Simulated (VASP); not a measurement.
# TiTe (Pm-3m) in VASP: notebook

TiTe is run at these levels: LDA+U; tasks: single point.

Program: VASP 6.6.1. These are calculated values, not measurements. Logs are shortened: lines on timing, memory, paths and dates and some standing lists are left out, and cuts for length are marked.

### 1 The cell of the first run

The structure is cubic, space group Pm-3m (No. 221). Conventional cell: a = 3.631 Å, b = 3.631 Å, c = 3.631 Å, α = 90.00°, β = 90.00°, γ = 90.00°. Within 4.1 Å of Ti (site symmetry m-3m) lie 8 Te at 3.14 Å and 6 Ti at 3.63 Å. Te (site symmetry m-3m) has 8 Ti at 3.14 Å and 6 Te at 3.63 Å within 4.1 Å.

### 2 Single point, LDA+U, collinear spin

File INCAR:

```
PREC = Accurate
ENCUT = 500
EDIFF = 1E-6
ISMEAR = 0
SIGMA = 0.05
LREAL = F
LASPH = T
NELM = 200
ALGO = Normal
ISIF = 2
LWAVE = F
LCHARG = T
ISPIN = 2
MAGMOM = 2 0
LORBIT = 11
LMAXMIX = 4
LDAU = T
LDAUTYPE = 2
LDAUL = 2 -1
LDAUU = 3 0
LDAUJ = 0 0
LDAUPRINT = 1
LELF = T
LVHAR = T
NBANDS = 20
GGA_COMPAT = F
```

File KPOINTS:

```
regular mesh
0
Gamma
  5 5 5
```

File POSCAR:

```
TiTe
1.0
    3.6310931200      0.0000000000      0.0000000000
    0.0000000000      3.6310931200      0.0000000000
    0.0000000000      0.0000000000      3.6310931200
Ti Te
1 1
Direct
    0.0000000000      0.0000000000      0.0000000000
    0.5000000000      0.5000000000      0.5000000000
```

Potentials or basis: VASP PAW LDA potentials, release 64 (Ti_sv, Te).

Command:

```console
$ cat potpaw_LDA.64/Ti_sv/POTCAR potpaw_LDA.64/Te/POTCAR > POTCAR
$ mpirun -np 1 vasp_std > vasp.out
```

OUTCAR:

```text
PREC = Accurate
   ENCUT = 500
   EDIFF = 1E-6
   ISMEAR = 0
   LREAL = F
   LASPH = T
   NELM = 200
   ISIF = 2
   ISPIN = 2
   LORBIT = 11

 ion  position               nearest neighbor table
   1  0.000  0.000  0.000-   2 3.14   2 3.14   2 3.14   2 3.14   2 3.14   2 3.14   2 3.14   2 3.14

   2  0.500  0.500  0.500-   1 3.14   1 3.14   1 3.14   1 3.14   1 3.14   1 3.14   1 3.14   1 3.14

  LATTYP: Found a simple cubic cell.
 ALAT       =     3.6310931200

  Lattice vectors:

 A1 = (   3.6310931200,   0.0000000000,   0.0000000000)
 A2 = (   0.0000000000,   3.6310931200,   0.0000000000)
 A3 = (   0.0000000000,   0.0000000000,   3.6310931200)

Analysis of symmetry for initial positions (statically):
=====================================================================
 Subroutine PRICEL returns:
 Original cell was already a primitive cell.

 Routine SETGRP: Setting up the symmetry group for a
 simple cubic supercell.

 Subroutine GETGRP returns: Found 48 space group operations
 (whereof 48 operations were pure point group operations)
 out of a pool of 48 trial point group operations.

The static configuration has the point symmetry O_h .

Analysis of symmetry for dynamics (positions and initial velocities):
=====================================================================
 Subroutine PRICEL returns:
 Original cell was already a primitive cell.

 Routine SETGRP: Setting up the symmetry group for a
 simple cubic supercell.

 Subroutine GETGRP returns: Found 48 space group operations
 (whereof 48 operations were pure point group operations)
 out of a pool of 48 trial point group operations.

The dynamic configuration has the point symmetry O_h .

Analysis of structural, dynamic, and magnetic symmetry:
=====================================================================
 Subroutine PRICEL returns:
 Original cell was already a primitive cell.

 Routine SETGRP: Setting up the symmetry group for a
 simple cubic supercell.

 Subroutine GETGRP returns: Found 48 space group operations
 (whereof 48 operations were pure point group operations)
 out of a pool of 48 trial point group operations.

[... 157 lines left out ...]
  o =  0.1083  v =  0.0000 -0.0601 -0.0000 -0.9982 -0.0000  0.0000  0.0000  0.0000  0.0000  0.0000      0.0000  0.0000  0.0000  0.0000  0.0000  0.0000  0.0000  0.0000  0.0000  0.0000
  o =  0.2781  v =  0.0000  0.0000  0.0000  0.0000  0.0000  0.0000 -0.0000  0.0718 -0.0000  0.9974      0.0000  0.0000  0.0000  0.0000  0.0000  0.0000  0.0000  0.0000  0.0000  0.0000
  o =  0.2781  v =  0.0000  0.0000  0.0000  0.0000  0.0000  0.0000  0.0000  0.9974 -0.0000 -0.0718      0.0000  0.0000  0.0000  0.0000  0.0000  0.0000  0.0000  0.0000  0.0000  0.0000
  o =  0.3170  v =  0.0000  0.0000  0.0169 -0.0000 -0.9999  0.0000  0.0000  0.0000  0.0000  0.0000      0.0000  0.0000  0.0000  0.0000  0.0000  0.0000  0.0000  0.0000  0.0000  0.0000
  o =  0.3170  v =  0.0000 -0.0000  0.9999  0.0000  0.0169  0.0000  0.0000  0.0000  0.0000  0.0000      0.0000  0.0000  0.0000  0.0000  0.0000  0.0000  0.0000  0.0000  0.0000  0.0000

 number of electron      17.9999999 magnetization       0.1112214

 Free energy of the ion-electron system (eV)
  ---------------------------------------------------
  ext. energy  EPLUGINS =         0.00000000
  ---------------------------------------------------
  free energy    TOTEN  =       -10.63194585 eV

  energy without entropy =      -10.63086739  energy(sigma->0) =      -10.63140662

 E-fermi :   8.1810     XC(G=0): -10.6526

 val. band max:        8.1083815855   @ k =   0.2000   0.0000   0.0000
 cond. band min:       8.2201418314   @ k =   0.2000   0.2000   0.2000
 fundamental gap:      0.1117602459
 Fermi energy:         8.1809509397

 spin component 1

 k-point     1 :       0.0000    0.0000    0.0000
  band No.  band energies     occupation
      1     -49.6404      1.00000
      2     -26.2237      1.00000
      3     -26.2237      1.00000
      4     -26.2237      1.00000
      5      -4.8853      1.00000
      6       6.9031      1.00000
[... 206 lines left out ...]
      6       3.7363      1.00000
[... 12 lines left out ...]
     19      22.1533      0.00000
     20      23.7145      0.00000
 Fermi energy:         8.1809509397

 spin component 2

 k-point     1 :       0.0000    0.0000    0.0000
  band No.  band energies     occupation
      1     -49.5450      1.00000
      2     -26.1300      1.00000
      3     -26.1300      1.00000
      4     -26.1300      1.00000
      5      -4.8851      1.00000
      6       7.0042      1.00000
[... 219 lines left out ...]
     19      22.1538      0.00000
     20      23.7282      0.00000

------------------------ aborting loop because EDIFF is reached ----------------------------------------

  FORCE on cell =-STRESS in cart. coord.  units (eV):
  Direction    XX          YY          ZZ          XY          YZ          ZX
  --------------------------------------------------------------------------------------
  -------------------------------------------------------------------------------------
  Total       -4.2115080     -4.2115080     -4.2115080     -0.0000000      0.0000000     -0.0000000
  in kB     -140.9405806   -140.9405806   -140.9405806     -0.0000000      0.0000000     -0.0000000
  external PRESSURE =    -140.9405806 kB  Pullay stress =       0.0000000 kB

 VOLUME and BASIS-vectors are now :
 -----------------------------------------------------------------------------
  energy-cutoff  :      500.00
  volume of cell :       47.88
      direct lattice vectors                 reciprocal lattice vectors
     3.631093120  0.000000000  0.000000000     0.275399161  0.000000000  0.000000000
     0.000000000  3.631093120  0.000000000     0.000000000  0.275399161  0.000000000
     0.000000000  0.000000000  3.631093120     0.000000000  0.000000000  0.275399161

 POSITION                                       TOTAL-FORCE (eV/Angst)
 -----------------------------------------------------------------------------------
      0.00000      0.00000      0.00000         0.000000      0.000000      0.000000
      1.81555      1.81555      1.81555         0.000000      0.000000      0.000000
 -----------------------------------------------------------------------------------
    total drift:                               -0.000000      0.000000     -0.000000

  FREE ENERGIE OF THE ION-ELECTRON SYSTEM (eV)
  ---------------------------------------------------
  free  energy   TOTEN  =       -10.6319458548 eV

  energy  without entropy=      -10.6308673941  energy(sigma->0) =      -10.63140662

 total charge

# of ion       s       p       d       tot
------------------------------------------
    1        2.136   6.033   1.795   9.964
    2        1.373   1.979   0.051   3.403
--------------------------------------------------
tot          3.509   8.012   1.846  13.367

 magnetization (x)

# of ion       s       p       d       tot
------------------------------------------
    1       -0.001  -0.000   0.105   0.104
    2       -0.001  -0.006  -0.000  -0.007
--------------------------------------------------
tot         -0.001  -0.006   0.105   0.097
```

stdout:

```text
POSCAR found type information on POSCAR TiTe
 POSCAR found :  2 types and       2 ions
 scaLAPACK will be used
 LDA part: xc-table for (Slater(with rela. corr.)+CA(PZ))
 , standard interpolation
 POSCAR, INCAR and KPOINTS ok, starting setup
 FFT: planning ... GRIDC
 FFT: planning ... GRID_SOFT
 FFT: planning ... GRID
 WAVECAR not read
 entering main loop
```

Run time: 9.4 s. Hardware: 1 thread of Intel Xeon 6975P-C (Granite Rapids), shared host; peak memory 0.15 GiB.

What came out:

```yaml
Free_energy: -10.6319 eV
Pressure: -14.1 GPa
Net_moment: 0.11 μB per cell
Site_moments: Ti +0.10; Te -0.01 μB
Valence_electrons_inside_the_program's_atomic_spheres: Ti 9.96; Te 3.40
```

Eigenvalues of the final occupation matrices:
```tsv
site	spin	trace	eigenvalues
site 1 d	1	0.96	0.11 0.11 0.11 0.32 0.32
site 1 d	2	0.85	0.10 0.10 0.10 0.28 0.28
```

Caveat: the cell stands under tension; a moment this small can come from the mesh or the smearing; spin-orbit coupling is left out, which moves the levels of the heavy elements; the U is typed as a test and isn't derived for this compound.

### 3 Single point, LDA+U, collinear spin

File INCAR:

```
  ALGO = Normal
  EDIFF = 1E-6
  ENCUT = 500
  GGA_COMPAT = False
  ISIF = 2
  ISMEAR = 0
  ISPIN = 2
  LASPH = True
  LCHARG = True
  LDAU = True
  LDAUJ = 0 0
  LDAUL = 2 -1
  LDAUPRINT = 1
  LDAUTYPE = 2
  LDAUU = 3 0
  LELF = True
  LMAXMIX = 4
  LORBIT = 11
  LREAL = False
  LVHAR = True
  LWAVE = False
  MAGMOM = 1.94 -0.08
  NBANDS = 20
  NELM = 200
  PREC = Accurate
  SIGMA = 0.05
```

File KPOINTS:

```
k-points
0
Gamma
  5 5 5
```

POSCAR is that of step 2.

Potentials or basis: VASP PAW LDA potentials, release 64 (Ti_sv, Te).

Command:

```console
$ cat potpaw_LDA.64/Ti_sv/POTCAR potpaw_LDA.64/Te/POTCAR > POTCAR
$ mpirun -np 1 vasp_std > vasp.out
```

OUTCAR:

```text
EDIFF = 1E-6
   ENCUT = 500
   ISIF = 2
   ISMEAR = 0
   ISPIN = 2
   LASPH = True
   LORBIT = 11
   LREAL = False
   NELM = 200
   PREC = Accurate

 ion  position               nearest neighbor table
   1  0.000  0.000  0.000-   2 3.14   2 3.14   2 3.14   2 3.14   2 3.14   2 3.14   2 3.14   2 3.14

   2  0.500  0.500  0.500-   1 3.14   1 3.14   1 3.14   1 3.14   1 3.14   1 3.14   1 3.14   1 3.14

  LATTYP: Found a simple cubic cell.
 ALAT       =     3.6310931200

  Lattice vectors:

 A1 = (   3.6310931200,   0.0000000000,   0.0000000000)
 A2 = (   0.0000000000,   3.6310931200,   0.0000000000)
 A3 = (   0.0000000000,   0.0000000000,   3.6310931200)

Analysis of symmetry for initial positions (statically):
=====================================================================
 Subroutine PRICEL returns:
 Original cell was already a primitive cell.

 Routine SETGRP: Setting up the symmetry group for a
 simple cubic supercell.

 Subroutine GETGRP returns: Found 48 space group operations
 (whereof 48 operations were pure point group operations)
 out of a pool of 48 trial point group operations.

The static configuration has the point symmetry O_h .

Analysis of symmetry for dynamics (positions and initial velocities):
=====================================================================
 Subroutine PRICEL returns:
 Original cell was already a primitive cell.

 Routine SETGRP: Setting up the symmetry group for a
 simple cubic supercell.

 Subroutine GETGRP returns: Found 48 space group operations
 (whereof 48 operations were pure point group operations)
 out of a pool of 48 trial point group operations.

The dynamic configuration has the point symmetry O_h .

Analysis of structural, dynamic, and magnetic symmetry:
=====================================================================
 Subroutine PRICEL returns:
 Original cell was already a primitive cell.

 Routine SETGRP: Setting up the symmetry group for a
 simple cubic supercell.
[... 170 lines left out ...]
  ext. energy  EPLUGINS =         0.00000000
  ---------------------------------------------------
  free energy    TOTEN  =       -10.63194598 eV

  energy without entropy =      -10.63086907  energy(sigma->0) =      -10.63140752

 E-fermi :   8.1813     XC(G=0): -10.6526

 val. band max:        8.1087457612   @ k =   0.2000   0.0000   0.0000
 cond. band min:       8.2205054861   @ k =   0.2000   0.2000   0.2000
 fundamental gap:      0.1117597249
 Fermi energy:         8.1813012980

 spin component 1

 k-point     1 :       0.0000    0.0000    0.0000
  band No.  band energies     occupation
      1     -49.6408      1.00000
      2     -26.2241      1.00000
      3     -26.2241      1.00000
      4     -26.2241      1.00000
      5      -4.8853      1.00000
      6       6.9027      1.00000
[... 206 lines left out ...]
      6       3.7363      1.00000
[... 12 lines left out ...]
     19      22.1533      0.00000
     20      23.7145      0.00000
 Fermi energy:         8.1813012980

 spin component 2

 k-point     1 :       0.0000    0.0000    0.0000
  band No.  band energies     occupation
      1     -49.5447      1.00000
      2     -26.1297      1.00000
      3     -26.1297      1.00000
      4     -26.1297      1.00000
      5      -4.8851      1.00000
      6       7.0042      1.00000
[... 219 lines left out ...]
     19      22.1538      0.00000
     20      23.7282      0.00000

------------------------ aborting loop because EDIFF is reached ----------------------------------------

  FORCE on cell =-STRESS in cart. coord.  units (eV):
  Direction    XX          YY          ZZ          XY          YZ          ZX
  --------------------------------------------------------------------------------------
  -------------------------------------------------------------------------------------
  Total       -4.2113229     -4.2113229     -4.2113229      0.0000000      0.0000000     -0.0000000
  in kB     -140.9343860   -140.9343860   -140.9343860      0.0000000      0.0000000     -0.0000000
  external PRESSURE =    -140.9343860 kB  Pullay stress =       0.0000000 kB

 VOLUME and BASIS-vectors are now :
 -----------------------------------------------------------------------------
  energy-cutoff  :      500.00
  volume of cell :       47.88
      direct lattice vectors                 reciprocal lattice vectors
     3.631093120  0.000000000  0.000000000     0.275399161  0.000000000  0.000000000
     0.000000000  3.631093120  0.000000000     0.000000000  0.275399161  0.000000000
     0.000000000  0.000000000  3.631093120     0.000000000  0.000000000  0.275399161

 POSITION                                       TOTAL-FORCE (eV/Angst)
 -----------------------------------------------------------------------------------
      0.00000      0.00000      0.00000         0.000000      0.000000      0.000000
      1.81555      1.81555      1.81555         0.000000      0.000000      0.000000
 -----------------------------------------------------------------------------------
    total drift:                               -0.000000      0.000000     -0.000000

  FREE ENERGIE OF THE ION-ELECTRON SYSTEM (eV)
  ---------------------------------------------------
  free  energy   TOTEN  =       -10.6319459809 eV

  energy  without entropy=      -10.6308690682  energy(sigma->0) =      -10.63140752

 total charge

# of ion       s       p       d       tot
------------------------------------------
    1        2.136   6.033   1.795   9.964
    2        1.373   1.979   0.051   3.403
--------------------------------------------------
tot          3.509   8.012   1.846  13.367

 magnetization (x)

# of ion       s       p       d       tot
------------------------------------------
    1       -0.001  -0.000   0.105   0.104
    2       -0.001  -0.006  -0.000  -0.007
--------------------------------------------------
tot         -0.001  -0.006   0.105   0.098
```

OSZICAR:

```text
N       E                     dE             d eps       ncg     rms          rms(c)
DAV:   1     0.140638415154E+03    0.14064E+03   -0.76297E+03   800   0.839E+02
DAV:   2    -0.292516096005E+01   -0.14356E+03   -0.13713E+03   804   0.257E+02
DAV:   3    -0.120903909489E+02   -0.91652E+01   -0.89826E+01  1116   0.641E+01
DAV:   4    -0.123881617008E+02   -0.29777E+00   -0.29600E+00  1000   0.104E+01
DAV:   5    -0.123966371861E+02   -0.84755E-02   -0.84750E-02  1004   0.180E+00    0.133E+01
DAV:   6    -0.107938079805E+02    0.16028E+01   -0.11036E+01   916   0.245E+01    0.597E+00
DAV:   7    -0.106356170679E+02    0.15819E+00   -0.20630E+00   892   0.113E+01    0.270E+00
DAV:   8    -0.106280580018E+02    0.75591E-02   -0.38310E-01   996   0.353E+00    0.125E+00
DAV:   9    -0.106331430504E+02   -0.50850E-02   -0.27504E-02   904   0.132E+00    0.672E-01
DAV:  10    -0.106311228644E+02    0.20202E-02   -0.20160E-02   932   0.104E+00    0.295E-01
DAV:  11    -0.106317005064E+02   -0.57764E-03   -0.11739E-03   884   0.195E-01    0.171E-01
DAV:  12    -0.106319938308E+02   -0.29332E-03   -0.11160E-03  1084   0.130E-01    0.770E-02
DAV:  13    -0.106319438889E+02    0.49942E-04   -0.26980E-04   924   0.110E-01    0.297E-02
DAV:  14    -0.106319444818E+02   -0.59292E-06   -0.15480E-05  1044   0.195E-02    0.152E-02
DAV:  15    -0.106319459548E+02   -0.14730E-05   -0.37374E-06   812   0.116E-02    0.572E-03
DAV:  16    -0.106319459809E+02   -0.26143E-07   -0.35051E-07   516   0.287E-03
   1 F= -.10631946E+02 E0= -.10631408E+02  d E =-.107691E-02  mag=     0.1118
```

stdout:

```text
POSCAR found type information on POSCAR TiTe
 POSCAR found :  2 types and       2 ions
 scaLAPACK will be used
 LDA part: xc-table for (Slater(with rela. corr.)+CA(PZ))
 , standard interpolation
 POSCAR, INCAR and KPOINTS ok, starting setup
 FFT: planning ... GRIDC
 FFT: planning ... GRID_SOFT
 FFT: planning ... GRID
 WAVECAR not read
 entering main loop
```

It took 10 s on 1 thread of Intel Xeon 6975P-C (Granite Rapids), shared host; peak memory 0.15 GiB.

Results:

```yaml
Free_energy: -10.6319 eV
Pressure: -14.1 GPa
Net_moment: 0.11 μB per cell
Site_moments: Ti +0.10; Te -0.01 μB
Valence_electrons_inside_the_program's_atomic_spheres: Ti 9.96; Te 3.40
```

Eigenvalues of the final occupation matrices:
| site | spin | trace | eigenvalues |
| --- | --- | --- | --- |
| site 1 d | 1 | 0.96 | 0.11 0.11 0.11 0.32 0.32 |
| site 1 d | 2 | 0.85 | 0.10 0.10 0.10 0.28 0.28 |

Caveat: the cell stands under tension; a moment this small can come from the mesh or the smearing; spin-orbit coupling is left out, which moves the levels of the heavy elements; the U is typed as a test and isn't derived for this compound.

(Part 1 of 2 ends here.)
